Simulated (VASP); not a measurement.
# Al2GaP2 (I4/mmm) in VASP: notebook, part 2 of 2

VASP 6.6.1. The steps go on from the part before.

### Step 3. Single point, PBE

This run uses another cell than the first one, of 19.25 Å³/atom.

File INCAR:

```
  PREC = Accurate
  ENCUT = 520
  EDIFF = 1E-7
  ISMEAR = 0
  SIGMA = 0.1
  LREAL = False
  LASPH = True
  NELM = 80
  ALGO = Normal
  ISIF = 2
  LWAVE = False
  LCHARG = False
  GGA = PE
  NBANDS = 22
```

File KPOINTS:

```
regular mesh
0
Gamma
  6 6 6
```

File POSCAR:

```
Al2GaP2
1.0
   -2.3052374149      2.3052374149      4.5276489853
    2.3052374149     -2.3052374149      4.5276489853
    2.3052374149      2.3052374149     -4.5276489853
Al Ga P
2 1 2
Direct
    0.3552215896      0.3552215896      0.0000000000
    0.6447784104      0.6447784104      0.0000000000
    0.0000000000      0.0000000000      0.0000000000
    0.7500000000      0.2500000000      0.5000000000
    0.2500000000      0.7500000000      0.5000000000
```

Potentials or basis: VASP PAW PBE potentials, release 64 (Al, Ga_d, P).

The run is started by

```bash
cat potpaw_PBE.64/Al/POTCAR potpaw_PBE.64/Ga_d/POTCAR potpaw_PBE.64/P/POTCAR > POTCAR
mpirun -np 1 vasp_std > vasp.out
```

OUTCAR:

```text
PREC = Accurate
   ENCUT = 520
   EDIFF = 1E-7
   ISMEAR = 0
   LREAL = False
   LASPH = True
   NELM = 80
   ISIF = 2
   GGA = PE

 ion  position               nearest neighbor table
   1  0.355  0.355  0.000-   4 2.49   5 2.49   5 2.49   4 2.49   2 2.62
   2  0.645  0.645  0.000-   5 2.49   4 2.49   4 2.49   5 2.49   1 2.62
   3  0.000  0.000  0.000-
   4  0.750  0.250  0.500-   1 2.49   2 2.49   1 2.49   2 2.49
   5  0.250  0.750  0.500-   1 2.49   2 2.49   1 2.49   2 2.49

  LATTYP: Found a body centered tetragonal cell.
 ALAT       =     4.6104748298
 C/A-ratio  =     1.9640705795

  Lattice vectors:

 A1 = (  -2.3052374149,   2.3052374149,   4.5276489853)
 A2 = (   2.3052374149,  -2.3052374149,   4.5276489853)
 A3 = (   2.3052374149,   2.3052374149,  -4.5276489853)

Analysis of symmetry for initial positions (statically):
=====================================================================
 Subroutine PRICEL returns:
 Original cell was already a primitive cell.

 Routine SETGRP: Setting up the symmetry group for a
 body centered tetragonal supercell.

 Subroutine GETGRP returns: Found 16 space group operations
 (whereof 16 operations were pure point group operations)
 out of a pool of 16 trial point group operations.

The static configuration has the point symmetry D_4h.

Analysis of symmetry for dynamics (positions and initial velocities):
=====================================================================
 Subroutine PRICEL returns:
 Original cell was already a primitive cell.

 Routine SETGRP: Setting up the symmetry group for a
 body centered tetragonal supercell.

 Subroutine GETGRP returns: Found 16 space group operations
 (whereof 16 operations were pure point group operations)
 out of a pool of 16 trial point group operations.

The dynamic configuration has the point symmetry D_4h.

 Subroutine INISYM returns: Found 16 space group operations
 (whereof 16 operations are pure point group operations),
 and found     1 'primitive' translations

----------------------------------------------------------------------------------------

                                     Primitive cell

  volume of cell :      96.2419

  direct lattice vectors                    reciprocal lattice vectors
    -2.305237415  2.305237415  4.527648985     0.000000000  0.216897399  0.110432589
     2.305237415 -2.305237415  4.527648985     0.216897399  0.000000000  0.110432589
     2.305237415  2.305237415 -4.527648985     0.216897399  0.216897399  0.000000000

  length of vectors
     5.579233318  5.579233318  5.579233318     0.243392355  0.243392355  0.306739244

  position of ions in fractional coordinates (direct lattice)
     0.355221590  0.355221590  0.000000000
     0.644778410  0.644778410  0.000000000
     0.000000000  0.000000000  0.000000000
     0.750000000  0.250000000  0.500000000
     0.250000000  0.750000000  0.500000000

  ion indices of the primitive-cell ions
   primitive index   ion index
                 1           1
                 2           2
                 3           3
                 4           4
                 5           5

[... 25 lines left out ...]

 Following reciprocal coordinates:
            Coordinates               Weight
  0.000000  0.000000  0.000000      1.000000
  0.166667  0.000000  0.000000      8.000000
  0.333333 -0.000000  0.000000      8.000000
  0.500000  0.000000  0.000000      4.000000
  0.166667  0.166667  0.000000      8.000000
  0.333333  0.166667  0.000000     16.000000
[... 16 lines left out ...]
 -0.333333 -0.333333  0.166667      8.000000
 -0.166667 -0.333333  0.166667      8.000000
 [... further k-points ...]
   k-points           NKPTS =     30   k-points in BZ     NKDIM =     30   number of bands    NBANDS=     22
   number of dos      NEDOS =    301   number of ions     NIONS =      5
   total plane-waves  NPLWV =  74088
   dimension x,y,z NGX =    42 NGY =   42 NGZ =   42
   dimension x,y,z NGXF=    84 NGYF=   84 NGZF=   84
   ions per type =               2   1   2
   NGX,Y,Z   is equivalent  to a cutoff of  12.51, 12.51, 12.51 a.u.
   NGXF,Y,Z  is equivalent  to a cutoff of  25.03, 25.03, 25.03 a.u.
 SYSTEM =  unknown system
   PREC   = accura    normal or accurate (medium, high low for compatibility)
   ISTART =      0    job   : 0-new  1-cont  2-samecut
   ICHARG =      2    charge: 1-file 2-atom 10-const
   ISPIN  =      1    spin polarized calculation?
   LNONCOLLINEAR =      F non collinear calculations
   LSORBIT =      F    spin-orbit coupling
   LASPH  =      T    aspherical Exc in radial PAW
   ENCUT  =  520.0 eV  38.22 Ry    6.18 a.u.  10.37 10.37 10.37*2*pi/ulx,y,z
   NELM   =     80;   NELMIN=  2; NELMDL= -5     # of ELM steps
   EDIFF  = 0.1E-06   stopping-criterion for ELM
   LREAL  =      F    real-space projection
   EDIFFG = 0.1E-05   stopping-criterion for IOM
   NSW    =      0    number of steps for IOM
   IBRION =     -1    ionic relax: 0-MD 1-quasi-New 2-CG
   NFREE  =      0    steps in history (QN), initial steepest desc. (CG)
   ISIF   =      2    stress and relaxation
   ISYM   =      2    0-nonsym 1-usesym 2-fastsym
   POTIM  = 0.5000    time-step for ionic-motion
   TEBEG  =    0.0;   TEEND  =   0.0 temperature during run
   PSTRESS=    0.0 pullay stress
   NELECT =      29.0000    total number of electrons
   NUPDOWN=      -1.0000    fix difference up-down
   EMIN   =  10.00;   EMAX   =-10.00  energy-range for DOS
   EFERMI =   0.00;   METHOD = LEGACY
   ISMEAR =     0;   SIGMA  =   0.10  broadening in eV -4-tet -1-fermi 0-gaus
   EFERMI_NEDOS =   21; number of points for ismear=-14 and -15
   IALGO  =     38    algorithm
   IMIX   =      4    mixing-type and parameters
     AMIX     =   0.40;   BMIX     =  1.00
     AMIX_MAG =   1.60;   BMIX_MAG =  1.00
  volume/ion in A,a.u.               =      19.25       129.89
  Fermi-wavevector in a.u.,A,eV,Ry     =   1.097538  2.074046 16.389431  1.204589
  Thomas-Fermi vector in A             =   2.233900
   LORBIT       =      0    0 simple, 1 ext, 2 COOP (PROOUT), +10 PAW based schemes
   GGA     = PE    functional components
   LHFCALC =     F    Hartree Fock is set to
   AEXX    =    0.0000 exact exchange contribution
   IVDW    =     0    specifies the selected vdW correction
   LEPSILON=     F    determine dielectric tensor
   LRPA    =     F    only Hartree local field effects (RPA)
 non-spin polarized calculation
 Gauss-broadening in eV      SIGMA  =   0.10
  energy-cutoff  :      520.00
  volume of cell :       96.24
 maximum number of plane-waves:      2615
 NGX is ok and might be reduce to    42
   NGX = 21   NGY = 21   NGZ = 21

 number of electron      29.0000007 magnetization

 Free energy of the ion-electron system (eV)
  ---------------------------------------------------
  ext. energy  EPLUGINS =         0.00000000
  ---------------------------------------------------
  free energy    TOTEN  =       -21.05568312 eV

  energy without entropy =      -21.04931248  energy(sigma->0) =      -21.05249780

 E-fermi :   5.6980     XC(G=0):  -9.9409

 val. band max:        5.6120808262   @ k =   0.1667   0.1667   0.0000
 cond. band min:       5.7071579495   @ k =   0.5000   0.0000   0.0000
 fundamental gap:      0.0950771233
 Fermi energy:         5.6979910879

 k-point     1 :       0.0000    0.0000    0.0000
  band No.  band energies     occupation
      1      -9.0784      2.00000
      2      -9.0767      2.00000
      3      -9.0733      2.00000
      4      -9.0687      2.00000
      5      -9.0687      2.00000
      6      -6.7204      2.00000
[... 589 lines left out ...]
     21      10.8335      0.00000
     22      11.4275      0.00000

 [... further k-points ...]

------------------------ aborting loop because EDIFF is reached ----------------------------------------

  FORCE on cell =-STRESS in cart. coord.  units (eV):
  Direction    XX          YY          ZZ          XY          YZ          ZX
  --------------------------------------------------------------------------------------
  -------------------------------------------------------------------------------------
  Total        0.0817625      0.0817625     -0.0035896      0.0000000      0.0000000      0.0000000
  in kB        1.3611337      1.3611337     -0.0597576      0.0000000      0.0000000      0.0000000
  external PRESSURE =       0.8875033 kB  Pullay stress =       0.0000000 kB

 VOLUME and BASIS-vectors are now :
 -----------------------------------------------------------------------------
  energy-cutoff  :      520.00
  volume of cell :       96.24
      direct lattice vectors                 reciprocal lattice vectors
    -2.305237415  2.305237415  4.527648985     0.000000000  0.216897399  0.110432589
     2.305237415 -2.305237415  4.527648985     0.216897399  0.000000000  0.110432589
     2.305237415  2.305237415 -4.527648985     0.216897399  0.216897399  0.000000000

 POSITION                                       TOTAL-FORCE (eV/Angst)
 -----------------------------------------------------------------------------------
      0.00000      0.00000      3.21664         0.000000      0.000000     -0.002805
      0.00000      0.00000      5.83866         0.000000      0.000000      0.002805
      0.00000      0.00000      0.00000        -0.000000     -0.000000     -0.000000
      0.00000      2.30524      2.26382        -0.000000     -0.000000     -0.000000
      2.30524      0.00000      2.26382        -0.000000     -0.000000     -0.000000
 -----------------------------------------------------------------------------------
    total drift:                               -0.000000     -0.000000      0.000000

  FREE ENERGIE OF THE ION-ELECTRON SYSTEM (eV)
  ---------------------------------------------------
  free  energy   TOTEN  =       -21.0556831154 eV

  energy  without entropy=      -21.0493124819  energy(sigma->0) =      -21.05249780
```

OSZICAR:

```text
N       E                     dE             d eps       ncg     rms          rms(c)
DAV:   1     0.148659863121E+03    0.14866E+03   -0.12685E+04  1376   0.142E+03
DAV:   2    -0.539244373046E+01   -0.15405E+03   -0.14411E+03  1440   0.329E+02
DAV:   3    -0.210934436137E+02   -0.15701E+02   -0.15149E+02  1620   0.843E+01
DAV:   4    -0.216687666683E+02   -0.57532E+00   -0.57060E+00  1720   0.155E+01
DAV:   5    -0.216857828944E+02   -0.17016E-01   -0.16997E-01  1698   0.258E+00    0.569E+00
DAV:   6    -0.211050158631E+02    0.58077E+00   -0.10010E+00  1912   0.851E+00    0.339E+00
DAV:   7    -0.210601217703E+02    0.44894E-01   -0.27317E-01  1616   0.238E+00    0.163E+00
DAV:   8    -0.210557487725E+02    0.43730E-02   -0.30827E-02  1682   0.127E+00    0.248E-01
DAV:   9    -0.210556648345E+02    0.83938E-04   -0.29513E-03  1608   0.325E-01    0.114E-01
DAV:  10    -0.210556654430E+02   -0.60852E-06   -0.22607E-04  1764   0.860E-02    0.704E-02
DAV:  11    -0.210556842850E+02   -0.18842E-04   -0.62515E-05  1570   0.476E-02    0.325E-02
DAV:  12    -0.210556831759E+02    0.11091E-05   -0.62218E-06  1714   0.156E-02    0.869E-03
DAV:  13    -0.210556832754E+02   -0.99509E-07   -0.11435E-06  1620   0.579E-03    0.142E-03
DAV:  14    -0.210556831073E+02    0.16807E-06   -0.48676E-08  1128   0.148E-03    0.218E-04
DAV:  15    -0.210556831154E+02   -0.80217E-08   -0.12724E-08   984   0.119E-03
   1 F= -.21055683E+02 E0= -.21052498E+02  d E =-.637063E-02
```

It took 2.6 min on 1 thread of Intel Xeon 8259CL, shared host; peak memory 0.29 GiB.

What came out:

| Property | Result |
| --- | --- |
| Free energy | -21.0557 eV |
| Pressure | 0.1 GPa |
| Band gap on the k mesh | zero (an odd number of electrons rules out a gap without spin polarisation) |

Forces in eV/Å, atoms in the order of the input:
```
Al   0.000  0.000 -0.003
Al   0.000  0.000  0.003
Ga   0.000  0.000  0.000
P    0.000  0.000  0.000
P    0.000  0.000  0.000
```

### Step 4. Relaxation of cell and atoms, PBE

File INCAR:

```
PREC = Accurate ; ENCUT = 600
EDIFF = 1E-6 ; ISMEAR = 0
SIGMA = 0.1 ; LREAL = False
LASPH = True ; NELM = 100
ALGO = Normal ; ISIF = 3
LWAVE = False ; LCHARG = False
GGA = PE ; IBRION = 2
NSW = 90 ; EDIFFG = -0.04
```

KPOINTS is that of step 3.

File POSCAR:

```
Al2GaP2
1.0
   -2.1083063700      2.1083063700      4.9185807300
    2.1083063700     -2.1083063700      4.9185807300
    2.1083063700      2.1083063700     -4.9185807300
Al Ga P
2 1 2
Direct
    0.3750000000      0.3750000000      0.0000000000
    0.6250000000      0.6250000000      0.0000000000
    0.0000000000      0.0000000000      0.0000000000
    0.7500000000      0.2500000000      0.5000000000
    0.2500000000      0.7500000000      0.5000000000
```

The run is started by

```bash
cat potpaw_PBE.64/Al/POTCAR potpaw_PBE.64/Ga_d/POTCAR potpaw_PBE.64/P/POTCAR > POTCAR
mpirun -np 1 vasp_std > vasp.out
```

Wall time 17 min (1 thread of Intel Xeon 8259CL, shared host); peak memory 0.37 GiB.

The run converged. Its results:

| Quantity | Value |
| --- | --- |
| Free energy | -21.0547 eV |
| Relaxed volume | 19.29 Å³/atom |
| Relaxed cell | a = 5.574 Å, b = 5.574 Å, c = 5.574 Å, α = 131.01°, β = 131.01°, γ = 71.79° |
| Space group after relaxing (to 0.1 Å) | I4/mmm (No. 139) |
| Energy gained by relaxing | 84.1 meV/atom |
| Ionic steps | 14 |
| Pressure after relaxing | -0.1 GPa |
| Band gap on the k mesh | zero (an odd number of electrons rules out a gap without spin polarisation) |

Stress tensor (GPa, compression positive):
```
-0.19  0.00  0.00
 0.00 -0.19  0.00
 0.00  0.00  0.06
```

Step by step:
| step | energy change (eV) | largest force (eV/Å) | pressure (GPa) | volume (Å³) |
| --- | --- | --- | --- | --- |
| 1 | 0.0000 | 0.5273 | 7.63 | 87.45 |
| 2 | -0.2310 | 0.5367 | -1.15 | 98.41 |
| 3 | -0.2328 | 0.5337 | -0.52 | 97.39 |
| 4 | -0.2734 | 0.2511 | -0.37 | 97.54 |
| 5 | -0.2997 | 0.0980 | -0.18 | 97.67 |
| 6 | -0.3536 | 0.0578 | -0.09 | 97.87 |
| 7 | -0.3817 | 0.4377 | -0.40 | 98.02 |
| 8 | -0.4046 | 0.1683 | -0.63 | 97.07 |
| 9 | -0.4062 | 0.2423 | -0.59 | 97.29 |
| 10 | -0.4150 | 0.1753 | 0.35 | 95.82 |
| 11 | -0.4154 | 0.1474 | 0.67 | 95.41 |
| 12 | -0.4194 | 0.0577 | 0.24 | 95.85 |
| 13 | -0.4194 | 0.0431 | 0.29 | 95.83 |
| 14 | -0.4207 | 0.0005 | -0.11 | 96.46 |

Final structure:
```
Al Ga P
1.0
    -2.31092    2.31092    4.51548
     2.31092   -2.31092    4.51548
     2.31092    2.31092   -4.51548
Al Ga P
2 1 2
Cartesian
  0.0000 0.0000 3.2038
  0.0000 0.0000 5.8271
  0.0000 0.0000 9.0310
  0.0000 2.3109 2.2577
  2.3109 0.0000 2.2577
```

Levels at points of the mesh, in eV from the Fermi level:
```
           k point  band 11  band 12  band 13  band 14  band 15  band 16  band 17  band 18
(0.00, 0.00, 0.00)    -3.97    -1.82    -1.76    -1.25    -0.67    -0.67     0.32     0.32
(0.50, 0.00, 0.00)    -3.29    -3.21    -3.19    -0.36     0.04     2.26     2.97     3.08
(0.50, 0.50, 0.00)    -3.85    -1.72    -1.08     0.70     0.95     1.07     1.17     4.46
(0.50, 0.50, 0.50)    -3.78    -0.26    -0.26    -0.19     1.52     2.29     2.53     3.16
```

### Step 5. Single point, PBE

This run uses another cell than the first one, of 19.30 Å³/atom.

File INCAR:

```
PREC = Accurate
ENCUT = 520
EDIFF = 1E-6
ISMEAR = 0
SIGMA = 0.1
LREAL = F
LASPH = T
NELM = 80
ALGO = Normal
ISIF = 2
LWAVE = F
LCHARG = F
GGA = PE
NBANDS = 22
```

File KPOINTS:

```
regular mesh
0
Gamma
  12 12 12
```

File POSCAR:

```
Al2GaP2
1.0
   -2.3150148398      2.3150148398      4.5021836300
    2.3150148398     -2.3150148398      4.5021836300
    2.3150148398      2.3150148398     -4.5021836300
Al Ga P
2 1 2
Direct
    0.3535225609      0.3535225609      0.0000000000
    0.6464774391      0.6464774391      0.0000000000
    0.0000000000      0.0000000000      0.0000000000
    0.7500000000      0.2500000000      0.5000000000
    0.2500000000      0.7500000000      0.5000000000
```

The run is started by

```bash
cat potpaw_PBE.64/Al/POTCAR potpaw_PBE.64/Ga_d/POTCAR potpaw_PBE.64/P/POTCAR > POTCAR
mpirun -np 1 vasp_std > vasp.out
```

Wall time 10 min (1 thread of Intel Xeon 8259CL, shared host); peak memory 0.5 GiB.

The run converged. Its results:

| Item | Value |
| --- | --- |
| Free energy | -21.0597 eV |
| Pressure | -0.1 GPa |
| Band gap on the k mesh | zero (an odd number of electrons rules out a gap without spin polarisation) |

Forces in eV/Å, atoms in the order of the input:
```
Al   0.000  0.000 -0.002
Al   0.000  0.000  0.002
Ga   0.000  0.000  0.000
P    0.000  0.000  0.000
P    0.000  0.000  0.000
```

Levels at points of the mesh, in eV from the Fermi level:
| k point | band 11 | band 12 | band 13 | band 14 | band 15 | band 16 | band 17 | band 18 |
| --- | --- | --- | --- | --- | --- | --- | --- | --- |
| (0.00, 0.00, 0.00) | -3.92 | -1.82 | -1.80 | -1.23 | -0.67 | -0.67 | 0.32 | 0.32 |
| (0.50, 0.00, 0.00) | -3.29 | -3.20 | -3.19 | -0.33 | 0.08 | 2.28 | 3.00 | 3.04 |
| (0.50, 0.50, 0.00) | -3.82 | -1.67 | -1.03 | 0.75 | 0.97 | 1.06 | 1.16 | 4.47 |
| (0.50, 0.50, 0.50) | -3.80 | -0.27 | -0.27 | -0.15 | 1.58 | 2.25 | 2.55 | 3.20 |

### Step 6. The runs side by side

```tsv
task	cell	k mesh	cutoff (eV)	gap on the mesh (eV)	pressure (GPa)
single point	a = 5.752 Å, angles 137.0, 137.0, 62.4°, 5 atoms, atomic positions A	6 × 6 × 6	520	none	7.6
single point	a = 5.579 Å, angles 131.2, 131.2, 71.5°, 5 atoms, atomic positions B	6 × 6 × 6	520	none	0.1
relaxation of cell and atoms	relaxed from a = 5.752 Å, angles 137.0, 137.0, 62.4°, 5 atoms, atomic positions A	6 × 6 × 6	600	none	-0.1
single point	a = 5.567 Å, angles 130.9, 130.9, 72.0°, 5 atoms, atomic positions C	12 × 12 × 12	520	none	-0.1
```

Alike in all rows: level PBE; potentials or basis VASP PAW PBE potentials, release 64 (Al, Ga_d, P); no spin polarisation; smearing gaussian 0.1 eV.

Caveats: the cell stands under pressure (at least some runs).

Total energies depend on the potentials used, so only differences within one code and one set of settings carry meaning.

The gap in the log of VASP goes by the Fermi energy; the results here count the filled bands.